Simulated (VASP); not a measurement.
# Ga (P6_3/mmc) in VASP: notebook

Runs on Ga. Level: r2SCAN. Tasks: single point.

All numbers are computed with VASP 6.6.1; they aren't measurements. Logs are shortened: lines on timing, memory, paths and dates and some standing lists are left out, and cuts for length are marked.

## 1. The cell of the first run

It takes space group P6_3/mmc (No. 194, hexagonal). The conventional cell has a = 2.985 Å, b = 2.985 Å, c = 9.280 Å, α = 90.00°, β = 90.00°, γ = 120.00°. Ga (site symmetry -3m) has 12 Ga at 2.89 to 2.99 Å within 3.8 Å. Ga (site symmetry -6m2) has 12 Ga at 2.89 to 2.99 Å within 3.8 Å.

This isn't the form of Ga at room conditions, which is orthorhombic.

## 2. Single point, r2SCAN

The input, POSCAR:

```
Ga
1.0
    2.9852186764      0.0000000000      0.0000000000
   -1.4926093382      2.5852752096      0.0000000000
    0.0000000000      0.0000000000      9.2804562161
Ga
4
Direct
    0.0000000000      0.0000000000      1.0000000000
    0.0000000000      0.0000000000      0.5000000000
    0.3333333333      0.6666666667      0.2500000000
    0.6666666667      0.3333333333      0.7500000000
```

The input, INCAR.step1:

```
SYSTEM = Ga
ALGO = Normal ; EDIFF = 1E-4
ENCUT = 520 ; GGA = PE
ISMEAR = -1 ; LASPH = .TRUE.
LCHARG = .FALSE. ; LREAL = .FALSE.
LWAVE = .TRUE. ; NBANDS = 34
NELM = 80 ; PREC = Accurate
SIGMA = 0.1
```

The input, INCAR.step2:

```
SYSTEM = Ga
ALGO = Normal ; EDIFF = 1E-6
ENCUT = 520 ; ISIF = 2
ISMEAR = -1 ; ISTART = 1
LASPH = .TRUE. ; LCHARG = .FALSE.
LMIXTAU = .TRUE. ; LREAL = .FALSE.
LWAVE = .FALSE. ; METAGGA = R2SCAN
NBANDS = 34 ; NELM = 80
PREC = Accurate ; SIGMA = 0.1
```

The input, KPOINTS:

```
k-points
0
G
  12 12 4
  0 0 0
```

Potentials or basis: VASP PAW PBE potentials, release 64 (Ga_d).

Launch:

```
> cat potpaw_PBE.64/Ga_d/POTCAR > POTCAR
> cp INCAR.step1 INCAR
> mpirun -np 1 vasp_std > vasp.out
> cp INCAR.step2 INCAR
> mpirun -np 1 vasp_std > vasp.out
```

OUTCAR:

```text
SYSTEM = Ga
   EDIFF = 1E-6
   ENCUT = 520
   ISIF = 2
   ISMEAR = -1
   ISTART = 1
   LASPH = .TRUE.
   LREAL = .FALSE.
   METAGGA = R2SCAN
   NELM = 80
   PREC = Accurate

 ion  position               nearest neighbor table
   1  0.000  0.000  0.000-   3 2.89   4 2.89   3 2.89   4 2.89   4 2.89   3 2.89
   2  0.000  0.000  0.500-   3 2.89   4 2.89   3 2.89   4 2.89   4 2.89   3 2.89
   3  0.333  0.667  0.250-   1 2.89   2 2.89   1 2.89   2 2.89   1 2.89   2 2.89
   4  0.667  0.333  0.750-   1 2.89   2 2.89   1 2.89   2 2.89   1 2.89   2 2.89

  LATTYP: Found a hexagonal cell.
 ALAT       =     2.9852186764
 C/A-ratio  =     3.1088028122

  Lattice vectors:

 A1 = (   2.9852186764,   0.0000000000,   0.0000000000)
 A2 = (  -1.4926093382,   2.5852752096,   0.0000000000)
 A3 = (   0.0000000000,   0.0000000000,   9.2804562161)

Analysis of symmetry for initial positions (statically):
=====================================================================
 Subroutine PRICEL returns:
 Original cell was already a primitive cell.

 Routine SETGRP: Setting up the symmetry group for a
 hexagonal supercell.

 Subroutine GETGRP returns: Found 24 space group operations
 (whereof 12 operations were pure point group operations)
 out of a pool of 24 trial point group operations.

The static configuration has the point symmetry D_3d.
 The point group associated with its full space group is D_6h.

Analysis of symmetry for dynamics (positions and initial velocities):
=====================================================================
 Subroutine PRICEL returns:
 Original cell was already a primitive cell.

 Routine SETGRP: Setting up the symmetry group for a
 hexagonal supercell.

 Subroutine GETGRP returns: Found 24 space group operations
 (whereof 12 operations were pure point group operations)
 out of a pool of 24 trial point group operations.

The dynamic configuration has the point symmetry D_3d.
 The point group associated with its full space group is D_6h.

 Subroutine INISYM returns: Found 24 space group operations
 (whereof 12 operations are pure point group operations),
 and found     1 'primitive' translations

----------------------------------------------------------------------------------------

                                     Primitive cell

  volume of cell :      71.6230

  direct lattice vectors                    reciprocal lattice vectors
     2.985218676  0.000000000  0.000000000     0.334983835  0.193403007  0.000000000
    -1.492609338  2.585275210  0.000000000     0.000000000  0.386806014  0.000000000
[... 91 lines left out ...]
   EDIFFG = 0.1E-04   stopping-criterion for IOM
   NSW    =      0    number of steps for IOM
   IBRION =     -1    ionic relax: 0-MD 1-quasi-New 2-CG
   NFREE  =      0    steps in history (QN), initial steepest desc. (CG)
   ISIF   =      2    stress and relaxation
   ISYM   =      2    0-nonsym 1-usesym 2-fastsym
   POTIM  = 0.5000    time-step for ionic-motion
   TEBEG  =    0.0;   TEEND  =   0.0 temperature during run
   PSTRESS=    0.0 pullay stress
   NELECT =      52.0000    total number of electrons
   NUPDOWN=      -1.0000    fix difference up-down
   EMIN   =  10.00;   EMAX   =-10.00  energy-range for DOS
   EFERMI =   0.00;   METHOD = LEGACY
   ISMEAR =    -1;   SIGMA  =   0.10  broadening in eV -4-tet -1-fermi 0-gaus
   EFERMI_NEDOS =   21; number of points for ismear=-14 and -15
   IALGO  =     38    algorithm
   IMIX   =      4    mixing-type and parameters
     AMIX     =   0.40;   BMIX     =  1.00
     AMIX_MAG =   1.60;   BMIX_MAG =  1.00
  volume/ion in A,a.u.               =      17.91       120.83
  Fermi-wavevector in a.u.,A,eV,Ry     =   1.471381  2.780507 29.456104  2.164963
  Thomas-Fermi vector in A             =   2.586524
   LORBIT       =      0    0 simple, 1 ext, 2 COOP (PROOUT), +10 PAW based schemes
   METAGGA = R2SCAN    functional components
   LHFCALC =     F    Hartree Fock is set to
   AEXX    =    0.0000 exact exchange contribution
   IVDW    =     0    specifies the selected vdW correction
   LEPSILON=     F    determine dielectric tensor
   LRPA    =     F    only Hartree local field effects (RPA)
 non-spin polarized calculation
  energy-cutoff  :      520.00
  volume of cell :       71.62
 maximum number of plane-waves:      1967
 NGX is ok and might be reduce to    24
   NGX = 11   NGY = 11   NGZ = 35

 number of electron      52.0000004 magnetization

 Free energy of the ion-electron system (eV)
  ---------------------------------------------------
  ext. energy  EPLUGINS =         0.00000000
  ---------------------------------------------------
  free energy    TOTEN  =       -45.22564407 eV

  energy without entropy =      -45.18641160  energy(sigma->0) =      -45.20602784

 E-fermi :   6.0148     XC(G=0): -12.4889

 val. band max:        6.0115528328   @ k =   0.0833   0.0000   0.5000
 cond. band min:       6.0306902347   @ k =   0.4167   0.1667   0.2500
 fundamental gap:      0.0191374019
 Fermi energy:         6.0147752177

 k-point     1 :       0.0000    0.0000    0.0000
  band No.  band energies     occupation
      1      -9.6522      2.00000
      2      -9.5707      2.00000
      3      -9.5660      2.00000
      4      -9.5622      2.00000
      5      -9.5621      2.00000
      6      -9.5515      2.00000
[... 877 lines left out ...]
     33      14.0685      0.00000
     34      14.5372      0.00000

 [... further k-points ...]

------------------------ aborting loop because EDIFF is reached ----------------------------------------

  FORCE on cell =-STRESS in cart. coord.  units (eV):
  Direction    XX          YY          ZZ          XY          YZ          ZX
  --------------------------------------------------------------------------------------
  -------------------------------------------------------------------------------------
  Total        0.0544353      0.0544353      0.0009621      0.0000000     -0.0000000      0.0000000
  in kB        1.2176971      1.2176971      0.0215208      0.0000000     -0.0000000      0.0000000
  external PRESSURE =       0.8189717 kB  Pullay stress =       0.0000000 kB

 VOLUME and BASIS-vectors are now :
 -----------------------------------------------------------------------------
  energy-cutoff  :      520.00
  volume of cell :       71.62
      direct lattice vectors                 reciprocal lattice vectors
     2.985218676  0.000000000  0.000000000     0.334983835  0.193403007  0.000000000
    -1.492609338  2.585275210  0.000000000     0.000000000  0.386806014  0.000000000
     0.000000000  0.000000000  9.280456216     0.000000000  0.000000000  0.107753323

 POSITION                                       TOTAL-FORCE (eV/Angst)
 -----------------------------------------------------------------------------------
      0.00000      0.00000      0.00000         0.000000     -0.000000     -0.000000
      0.00000      0.00000      4.64023         0.000000     -0.000000     -0.000000
     -0.00000      1.72352      2.32011        -0.000000      0.000000      0.000000
      1.49261      0.86176      6.96034        -0.000000     -0.000000     -0.000000
 -----------------------------------------------------------------------------------
    total drift:                               -0.000000      0.000000      0.000000

  FREE ENERGIE OF THE ION-ELECTRON SYSTEM (eV)
  ---------------------------------------------------
  free  energy   TOTEN  =       -45.2256440718 eV

  energy  without entropy=      -45.1864116025  energy(sigma->0) =      -45.20602784
```

OUTCAR.step1:

```text
SYSTEM = Ga
   EDIFF = 1E-4
   ENCUT = 520
   GGA = PE
   ISMEAR = -1
   LASPH = .TRUE.
   LREAL = .FALSE.
   NELM = 80
[... 1117 lines left out ...]
      0.00000      0.00000      4.64023         0.000000      0.000000     -0.000000
     -0.00000      1.72352      2.32011        -0.000000      0.000000      0.000000
      1.49261      0.86176      6.96034         0.000000     -0.000000     -0.000000
 -----------------------------------------------------------------------------------
    total drift:                               -0.000000      0.000000      0.000000

  FREE ENERGIE OF THE ION-ELECTRON SYSTEM (eV)
  ---------------------------------------------------
  free  energy   TOTEN  =       -11.5219322430 eV

  energy  without entropy=      -11.4800435297  energy(sigma->0) =      -11.50098789
```

It took 3 min on 1 thread of Intel Xeon 6975P-C (Granite Rapids), shared host; peak memory 0.26 GiB.

What came out:

```
Free energy            : -45.2256 eV
Pressure               : 0.1 GPa
Band gap on the k mesh : zero (bands 26 and 27 overlap by 7.01 eV)
```

Stress tensor (GPa, compression positive):
```
0.12 0.00 0.00
0.00 0.12 0.00
0.00 0.00 0.00
```

Levels at points of the mesh, in eV from the Fermi level:
| k point | band 23 | band 24 | band 25 | band 26 | band 27 | band 28 | band 29 | band 30 |
| --- | --- | --- | --- | --- | --- | --- | --- | --- |
| (0.00, 0.00, 0.00) | -10.23 | -4.57 | -4.32 | 4.94 | 4.95 | 9.93 | 9.93 | 10.90 |
| (0.50, 0.00, 0.00) | -4.34 | -4.17 | -3.85 | -3.76 | 1.11 | 1.11 | 1.57 | 2.69 |
| (0.00, 0.00, 0.50) | -7.82 | -7.82 | -0.16 | -0.16 | 10.25 | 10.25 | 10.25 | 10.25 |
| (0.50, 0.00, 0.50) | -5.17 | -5.17 | -2.02 | -2.02 | -1.33 | -1.33 | 4.97 | 4.97 |

Caveat: the PAW data sets were made with another functional, which shifts forces and pressure a little.

(Continued in part 2 of 2.)
